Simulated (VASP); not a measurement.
# BeTe (F-43m) in VASP: settings compared

Aim: see how the results for BeTe move with the level of theory and the settings. Levels: PBE, LDA. Tasks: G0W0 quasiparticle levels.

Everything below comes from runs of VASP 6.6.1. Logs are shortened: lines on timing, memory, paths and dates and some standing lists are left out, and cuts for length are marked.

## (1) The cell of the first run

It takes space group F-43m (No. 216, cubic). The conventional cell has a = 5.657 Å, b = 5.657 Å, c = 5.657 Å, α = 90.00°, β = 90.00°, γ = 90.00°. Within 3.2 Å of Be (site symmetry -43m) lie 4 Te at 2.45 Å. Te (site symmetry -43m) has 4 Be at 2.45 Å within 3.2 Å.

## (2) G0W0 quasiparticle levels, PBE

Input file POSCAR:

```
BeTe
1.0
    0.0000000000      2.8286236224      2.8286236224
    2.8286236224      0.0000000000      2.8286236224
    2.8286236224      2.8286236224      0.0000000000
Be Te
1 1
Direct
    0.0000000000      0.0000000000      0.0000000000
    0.2500000000      0.2500000000      0.2500000000
```

Input file INCAR.step1:

```
SYSTEM = BeTe
PREC = Accurate
ENCUT = 500
EDIFF = 1E-8
ISMEAR = 0
SIGMA = 0.01
LREAL = .False.
LASPH = .True.
NELM = 100
ALGO = Normal
LWAVE = .True.
LCHARG = .False.
GGA = PE
```

Input file INCAR.step2:

```
SYSTEM = BeTe
PREC = Accurate
ENCUT = 500
EDIFF = 1E-8
ISMEAR = 0
SIGMA = 0.01
LREAL = .False.
LASPH = .True.
NELM = 1
ALGO = Exact
LWAVE = .True.
LCHARG = .False.
GGA = PE
NBANDS = 34
LOPTICS = .True.
ISTART = 1
```

Input file INCAR.step3:

```
SYSTEM = BeTe
PREC = Accurate
ENCUT = 500
EDIFF = 1E-8
ISMEAR = 0
SIGMA = 0.01
LREAL = .False.
LASPH = .True.
ALGO = EVGW0
LWAVE = .False.
LCHARG = .False.
GGA = PE
NELMGW = 1
NBANDS = 34
ENCUTGW = 60
NOMEGA = 48
PRECFOCK = Fast
ISTART = 1
NBANDSGW = 12
```

Input file KPOINTS:

```
Automatic mesh
0
Gamma
  4 4 4
  0 0 0
```

Potentials or basis: VASP PAW PBE potentials, release 64 (Be_GW, Te_GW).

The run is started by

```console
> cat potpaw_PBE.64/Be_GW/POTCAR potpaw_PBE.64/Te_GW/POTCAR > POTCAR
> cp INCAR.step1 INCAR
> mpirun -np 1 vasp_std > vasp.out
> cp INCAR.step2 INCAR
> mpirun -np 1 vasp_std > vasp.out
> cp INCAR.step3 INCAR
> mpirun -np 1 vasp_std > vasp.out
```

OUTCAR:

```text
SYSTEM = BeTe
   PREC = Accurate
   ENCUT = 500
   EDIFF = 1E-8
   ISMEAR = 0
   LREAL = .False.
   LASPH = .True.
   GGA = PE
   NELMGW = 1
   ENCUTGW = 60
   PRECFOCK = Fast
   ISTART = 1

 ion  position               nearest neighbor table
   1  0.000  0.000  0.000-   2 2.45   2 2.45   2 2.45   2 2.45
   2  0.250  0.250  0.250-   1 2.45   1 2.45   1 2.45   1 2.45

  LATTYP: Found a face centered cubic cell.
 ALAT       =     5.6572472448

  Lattice vectors:

 A1 = (   0.0000000000,   2.8286236224,   2.8286236224)
 A2 = (   2.8286236224,   0.0000000000,   2.8286236224)
 A3 = (   2.8286236224,   2.8286236224,   0.0000000000)

Analysis of symmetry for initial positions (statically):
=====================================================================
 Subroutine PRICEL returns:
 Original cell was already a primitive cell.

 Routine SETGRP: Setting up the symmetry group for a
 face centered cubic supercell.

 Subroutine GETGRP returns: Found 24 space group operations
 (whereof 24 operations were pure point group operations)
 out of a pool of 48 trial point group operations.

The static configuration has the point symmetry T_d .

Analysis of symmetry for dynamics (positions and initial velocities):
=====================================================================
 Subroutine PRICEL returns:
 Original cell was already a primitive cell.

 Routine SETGRP: Setting up the symmetry group for a
 face centered cubic supercell.

 Subroutine GETGRP returns: Found 24 space group operations
 (whereof 24 operations were pure point group operations)
 out of a pool of 48 trial point group operations.

The dynamic configuration has the point symmetry T_d .

 Subroutine INISYM returns: Found 24 space group operations
 (whereof 24 operations are pure point group operations),
 and found     1 'primitive' translations

----------------------------------------------------------------------------------------

                                     Primitive cell

  volume of cell :      45.2643

  direct lattice vectors                    reciprocal lattice vectors
     0.000000000  2.828623622  2.828623622    -0.176764415  0.176764415  0.176764415
     2.828623622  0.000000000  2.828623622     0.176764415 -0.176764415  0.176764415
     2.828623622  2.828623622  0.000000000     0.176764415  0.176764415 -0.176764415

  length of vectors
     4.000277890  4.000277890  4.000277890     0.306164948  0.306164948  0.306164948

  position of ions in fractional coordinates (direct lattice)
     0.000000000  0.000000000  0.000000000
     0.250000000  0.250000000  0.250000000

  ion indices of the primitive-cell ions
   primitive index   ion index
                 1           1
                 2           2

----------------------------------------------------------------------------------------

 KPOINTS: Automatic mesh

Automatic generation of k-mesh.
 Grid dimensions read from file:
 generate k-points for:    4    4    4

 Generating k-lattice:

  Cartesian coordinates                     Fractional coordinates (reciprocal lattice)
    -0.044191104  0.044191104  0.044191104     0.250000000  0.000000000  0.000000000
     0.044191104 -0.044191104  0.044191104     0.000000000  0.250000000  0.000000000
     0.044191104  0.044191104 -0.044191104     0.000000000  0.000000000  0.250000000

  Length of vectors
     0.076541237  0.076541237  0.076541237

  Shift w.r.t. Gamma in fractional coordinates (k-lattice)
     0.000000000  0.000000000  0.000000000

 Subroutine IBZKPT returns following result:
 ===========================================

 Found      8 irreducible k-points:

 Following reciprocal coordinates:
            Coordinates               Weight
  0.000000  0.000000  0.000000      1.000000
  0.250000  0.000000  0.000000      8.000000
  0.500000  0.000000  0.000000      4.000000
  0.250000  0.250000  0.000000      6.000000
  0.500000  0.250000  0.000000     24.000000
 -0.250000  0.250000  0.000000     12.000000
  0.500000  0.500000  0.000000      3.000000
 -0.250000  0.500000  0.250000      6.000000
   k-points           NKPTS =      8   k-points in BZ     NKDIM =     64   number of bands    NBANDS=     34
   number of dos      NEDOS =    301   number of ions     NIONS =      2
   total plane-waves  NPLWV =  27000
   dimension x,y,z NGX =    30 NGY =   30 NGZ =   30
   dimension x,y,z NGXF=    60 NGYF=   60 NGZF=   60
   ions per type =               1   1
   NGX,Y,Z   is equivalent  to a cutoff of  12.47, 12.47, 12.47 a.u.
   NGXF,Y,Z  is equivalent  to a cutoff of  24.94, 24.94, 24.94 a.u.
 SYSTEM =  BeTe
   PREC   = accura    normal or accurate (medium, high low for compatibility)
   ISTART =      1    job   : 0-new  1-cont  2-samecut
   ICHARG =      0    charge: 1-file 2-atom 10-const
   ISPIN  =      1    spin polarized calculation?
   LNONCOLLINEAR =      F non collinear calculations
   LSORBIT =      F    spin-orbit coupling
   LASPH  =      T    aspherical Exc in radial PAW
   ENCUT  =  500.0 eV  36.75 Ry    6.06 a.u.   7.29  7.29  7.29*2*pi/ulx,y,z
   NELM   =     60;   NELMIN=  2; NELMDL=  0     # of ELM steps
   EDIFF  = 0.1E-07   stopping-criterion for ELM
   LREAL  =      F    real-space projection
   EDIFFG = 0.1E-06   stopping-criterion for IOM
   NSW    =      0    number of steps for IOM
   IBRION =     -1    ionic relax: 0-MD 1-quasi-New 2-CG
   NFREE  =      0    steps in history (QN), initial steepest desc. (CG)
   ISIF   =      0    stress and relaxation
   ISYM   =      3    0-nonsym 1-usesym 2-fastsym
   POTIM  = 0.5000    time-step for ionic-motion
   TEBEG  =    0.0;   TEEND  =   0.0 temperature during run
   PSTRESS=    0.0 pullay stress
   NELECT =       8.0000    total number of electrons
   NUPDOWN=      -1.0000    fix difference up-down
   EMIN   =  10.00;   EMAX   =-10.00  energy-range for DOS
   EFERMI =   0.00;   METHOD = LEGACY
   ISMEAR =     0;   SIGMA  =   0.01  broadening in eV -4-tet -1-fermi 0-gaus
   EFERMI_NEDOS =   21; number of points for ismear=-14 and -15
   IALGO  =     38    algorithm
   IMIX   =      4    mixing-type and parameters
     AMIX     =   0.40;   BMIX     =  1.00
     AMIX_MAG =   1.60;   BMIX_MAG =  1.00
  volume/ion in A,a.u.               =      22.63       152.73
  Fermi-wavevector in a.u.,A,eV,Ry     =   0.918727  1.736142 11.484116  0.844059
  Thomas-Fermi vector in A             =   2.043841
   LORBIT       =      0    0 simple, 1 ext, 2 COOP (PROOUT), +10 PAW based schemes
   GGA     = PE    functional components
   LHFCALC =     T    Hartree Fock is set to
   PRECFOCK=fast      Normal, Fast or Accurate (Low or Medium for compatibility)
   ENCUT4O =  -1.0   cutoff for four orbital integrals eV
   NKREDX  =     1    reduce k-point grid by
   NKREDY  =     1    reduce k-point grid by
   NKREDZ  =     1    reduce k-point grid by
   AEXX    =    1.0000 exact exchange contribution
   HFSCREEN=    0.0000 screening length (either q_TF or 0.3 A-1)
   HFSCREENC=   0.0000 screening length for correlation (either q_TF or 0.3 A-1)
   ENCUTFOCK=  -1.0 apply spherical cutoff to Coloumb kernel
   IVDW    =     0    specifies the selected vdW correction
   LEPSILON=     F    determine dielectric tensor
   LRPA    =     F    only Hartree local field effects (RPA)
   LRPAFORCE           =     F    calculate RPA forces
   ENCUTGW             =  60.0    cutoff for response function in eV
   ENCUTGWSOFT         =  48.0    soft cutoff for Coulomb kernel in GW response function in eV
   ENCUTLF             =  -1.0    cutoff for local field effects
   NELMGW              =     1    number of iterations in solving QP/BSE equation
   NELMHF              =     1    number of iterations in the inner HF iteration
   NKREDLFX            =     1    NKREDLFY  =   1   NKREDLFZ  =   1
 non-spin polarized calculation
 Gauss-broadening in eV      SIGMA  =   0.01
  energy-cutoff  :      500.00
  volume of cell :       45.26
 maximum number of plane-waves:      1174
 NGX is ok and might be reduce to    30
  NGX = 18; NGY = 18; NGZ = 18
   NGX = 15   NGY = 15   NGZ = 15
 maximum number of plane-waves:        59
 NGX is ok and might be reduce to    14

 QP shifts <psi_nk| G(iteration)W_0 |psi_nk>: iteration 1
 for sc-GW calculations column KS-energies equals QP-energies in previous step
 and V_xc(KS)=  KS-energies - (<T + V_ion + V_H > + <T+V_H+V_ion>^1  + <V_x>^1)

 k-point   1 :       0.0000    0.0000    0.0000
  band No.  KS-energies  QP-energies   sigma(KS)   V_xc(KS)     V^pw_x(r,r')   Z            occupation Imag(sigma)

      1      -7.4965      -7.9168     -11.3646     -10.7681     -17.5914       0.7046       2.0000       1.2210
      2       4.7129       4.5491     -11.2712     -11.0635     -12.9600       0.7886       2.0000       0.0613
      3       4.7129       4.5491     -11.2712     -11.0635     -12.9600       0.7886       2.0000       0.0613
      4       4.7129       4.5491     -11.2712     -11.0635     -12.9600       0.7886       2.0000       0.0613
      5       8.3282       9.0022      -8.4313      -9.3031      -4.7419       0.7730       0.0000      -0.0887
      6       8.3282       9.0022      -8.4313      -9.3031      -4.7419       0.7730       0.0000      -0.0887
      7       8.3282       9.0022      -8.4313      -9.3031      -4.7419       0.7730       0.0000      -0.0887
      8       8.4320       9.3061      -8.4838      -9.6118      -4.6733       0.7749       0.0000      -0.0958
      9      13.0032      13.3305      -7.3801      -7.8160      -2.4123       0.7509       0.0000      -0.2304
     10      15.1050      15.7726      -8.3039      -9.1813      -3.7436       0.7608       0.0000      -0.2650
     11      15.1050      15.7726      -8.3039      -9.1813      -3.7436       0.7608       0.0000      -0.2650
     12      15.9979      16.4495      -7.1703      -7.7647      -2.0951       0.7596       0.0000      -0.3352

 k-point   2 :       0.2500    0.0000    0.0000
  band No.  KS-energies  QP-energies   sigma(KS)   V_xc(KS)     V^pw_x(r,r')   Z            occupation Imag(sigma)

      1      -6.9523      -7.2824     -11.3911     -10.9303     -17.4807       0.7165       2.0000       1.1373
      2       1.4343       1.0107     -10.6560     -10.0942     -13.1424       0.7540       2.0000       0.1127
      3       4.0513       3.8313     -11.0899     -10.8089     -12.8709       0.7829       2.0000       0.0657
      4       4.0513       3.8313     -11.0899     -10.8089     -12.8709       0.7829       2.0000       0.0657
      5       7.9914       8.6687      -8.4338      -9.3075      -4.7724       0.7752       0.0000      -0.0870
      6       9.1957       9.8927      -8.4944      -9.4026      -4.6251       0.7674       0.0000      -0.1009
      7       9.1957       9.8927      -8.4944      -9.4026      -4.6251       0.7674       0.0000      -0.1009
      8      11.6756      12.4623      -8.6144      -9.6643      -4.1316       0.7494       0.0000      -0.1731
      9      13.7488      14.1166      -7.2352      -7.7202      -2.3309       0.7582       0.0000      -0.2625
     10      13.8271      14.3538      -7.8604      -8.5478      -3.3418       0.7663       0.0000      -0.2328
     11      13.8271      14.3538      -7.8604      -8.5478      -3.3418       0.7663       0.0000      -0.2328
     12      16.3026      16.8191      -7.5748      -8.2587      -2.3618       0.7553       0.0000      -0.4295
[... 68 lines left out ...]
      1      -5.7027      -5.8353     -11.6564     -11.4737     -17.3148       0.7252       2.0000       0.8992
      2      -0.3389      -0.9144     -10.6398      -9.8435     -13.9781       0.7226       2.0000       0.1954
      3       2.1128       1.7141     -10.7809     -10.2567     -13.1186       0.7606       2.0000       0.0963
      4       2.1128       1.7141     -10.7809     -10.2567     -13.1186       0.7606       2.0000       0.0963
      5       6.7110       7.0747      -7.5568      -8.0156      -4.1103       0.7926       0.0000      -0.0766
      6       7.3896       7.7940      -8.0796      -8.5952      -4.6111       0.7844       0.0000      -0.0782
      7      14.3554      15.2434      -8.9442     -10.1767      -3.5145       0.7205       0.0000      -0.3617
      8      14.3554      15.2434      -8.9442     -10.1767      -3.5145       0.7205       0.0000      -0.3617
      9      16.1840      17.0168      -8.1514      -9.2784      -2.5182       0.7389       0.0000      -0.4882
     10      17.5673      18.3301      -8.7170      -9.7329      -3.3177       0.7508       0.0000      -0.6178
     11      18.2827      19.0096      -8.2369      -9.1808      -3.1798       0.7701       0.0000      -0.5709
     12      18.2827      19.0096      -8.2369      -9.1808      -3.1798       0.7701       0.0000      -0.5709

 k-point   8 :      -0.2500    0.5000    0.2500
  band No.  KS-energies  QP-energies   sigma(KS)   V_xc(KS)     V^pw_x(r,r')   Z            occupation Imag(sigma)

      1      -5.6706      -5.7955     -11.6842     -11.5104     -17.3361       0.7189       2.0000       0.8828
      2       0.1769      -0.3708     -10.8055     -10.0532     -13.9670       0.7281       2.0000       0.1675
      3       1.0848       0.5947     -10.4163      -9.7636     -12.9718       0.7509       2.0000       0.1193
      4       1.5630       1.1167     -10.3592      -9.7700     -12.6766       0.7574       2.0000       0.1030
      5      10.0004      10.4508      -8.0662      -8.6434      -4.3096       0.7802       0.0000      -0.1069
      6      10.2382      11.0172      -8.2334      -9.2661      -3.7738       0.7542       0.0000      -0.1370
      7      10.2839      10.8230      -7.9502      -8.6521      -3.8019       0.7680       0.0000      -0.1182
      8      10.8478      11.5947      -8.8954      -9.8871      -4.6534       0.7532       0.0000      -0.1462
      9      15.6396      16.4740      -8.5745      -9.7084      -3.1897       0.7358       0.0000      -0.4160
     10      16.3396      17.1010      -8.7972      -9.8244      -3.5007       0.7413       0.0000      -0.5062
     11      17.6552      18.4290      -8.1401      -9.1704      -2.7369       0.7510       0.0000      -0.5300
     12      18.5581      19.3698      -8.2293      -9.2815      -2.8642       0.7714       0.0000      -0.7010
```

It took 96 s on 1 thread of Intel Xeon Platinum 8375C at 2.90GHz (Ice Lake), shared host; peak memory 0.42 GiB.

Results:

```
Band gap on the k mesh, mean-field level : 2.00 eV, indirect (least direct gap 3.62 eV)
Quasiparticle gap                        : 2.53 eV
Least direct quasiparticle gap           : 4.45 eV
```

Levels at points of the mesh, in eV from the valence-band top:
```
           k point  band 2  band 3  band 4  band 5  band 6  band 7
(0.00, 0.00, 0.00)    0.00    0.00    0.00    3.62    3.62    3.62
(0.50, 0.00, 0.00)   -5.46   -1.11   -1.11    3.03    4.60    4.60
(0.50, 0.50, 0.00)   -5.05   -2.60   -2.60    2.00    2.68    9.64
```

Caveat: the k points lie up to 0.48 Å⁻¹ apart; bands, screening cutoff and mesh are small and nothing is extrapolated, so the quasiparticle values aren't converged; spin-orbit coupling is left out, which moves the levels of the heavy elements. A k mesh can miss the band edges.

[end of part 1 of 2]
